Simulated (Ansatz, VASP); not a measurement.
# One calculation of Sb, two programs

INCAR

```
SYSTEM = Sb
ALGO = Normal
EDIFF = 1E-6
EDIFFG = -0.04
ENCUT = 600
GGA = PE
IBRION = 2
ISIF = 3
ISMEAR = 0
LASPH = .True.
LCHARG = .False.
LREAL = .False.
LWAVE = .False.
NELM = 60
NSW = 90
PREC = Accurate
SIGMA = 0.1
```

Contents of KPOINTS:

```
k-points
0
Gamma
  3 3 3
  0 0 0
```

POSCAR

```
Sb
1.0
    3.7785610100      2.1815532100      3.0286874900
   -3.7785610100      2.1815532100      3.0286874900
    0.0000000000     -4.3631064300      3.0286874900
Sb
5
Direct
    0.2467715700      0.7532284300      0.0000000000
    0.0000000000      0.2467715700      0.7532284300
    0.7532284300      0.0000000000      0.2467715700
    0.2578843500      0.2578843500      0.2578843500
    0.7421156500      0.7421156500      0.7421156500
```

Input for Ansatz:

```yaml
crystal:
  lattice:
    - [3.77856101, 2.18155321, 3.02868749]
    - [-3.77856101, 2.18155321, 3.02868749]
    - [0.0, -4.36310643, 3.02868749]
  atoms:
    - { symbol: Sb, position: [0.24677157, 0.75322843, 0.0] }
    - { symbol: Sb, position: [0.0, 0.24677157, 0.75322843] }
    - { symbol: Sb, position: [0.75322843, 0.0, 0.24677157] }
    - { symbol: Sb, position: [0.25788435, 0.25788435, 0.25788435] }
    - { symbol: Sb, position: [0.74211565, 0.74211565, 0.74211565] }
basis:
  ecutwfc: 420
kpoints:
  mp_grid: { grid: [3, 3, 3] }
hamiltonian:
  xc: pbe
scf:
  occupations: { method: gaussian, width: 0.1 }
  lower_state_search: "off"
output:
  forces: true
  stress: true
  eigenvalues: true
relax:
  adjacent_minimum: "off"
  f_tol: 0.04
  max_steps: 70
  cell: { stress_tol: 0.4 }
```

Alike in both runs: task relaxation of cell and atoms; functional PBE; k mesh 3 × 3 × 3; occupations gaussian, width 0.1 eV; no spin polarisation.

```csv
,VASP,Ansatz
version,VASP 6.6.1,Ansatz 0.2.0
potentials or method,"VASP PAW PBE potentials, release 64 (Sb), cutoff 600 eV","scalar-relativistic, plane waves, PAW"
valence electrons in the cell,25,75
```

Ansatz gave:

| Item | Value |
| --- | --- |
| gap on the k mesh at the Fermi level, each at its own relaxed structure (eV) | none |
| relaxed volume (Å³/atom) | 34.43 |
| relaxed length of the cell vector where the two differ most in proportion (Å) | 5.566 |

Q: Estimate VASP's values.

A: gap on the k mesh at the Fermi level, each at its own relaxed structure (eV): none; relaxed volume (Å³/atom): 34.65; relaxed length of the cell vector where the two differ most in proportion (Å): 5.581.

A gap of «none» marks a metal or a gap that the smearing closes. VASP's potentials hold 25 valence electrons a cell and Ansatz's 75, so a difference there can come from the potentials and not from the codes.

The k mesh is coarse, so the values compare programs but aren't converged. Neither program's run includes spin-orbit coupling. Noted on VASP's run: the volume moved by over 15 % at a fixed basis, so the end points are rough.
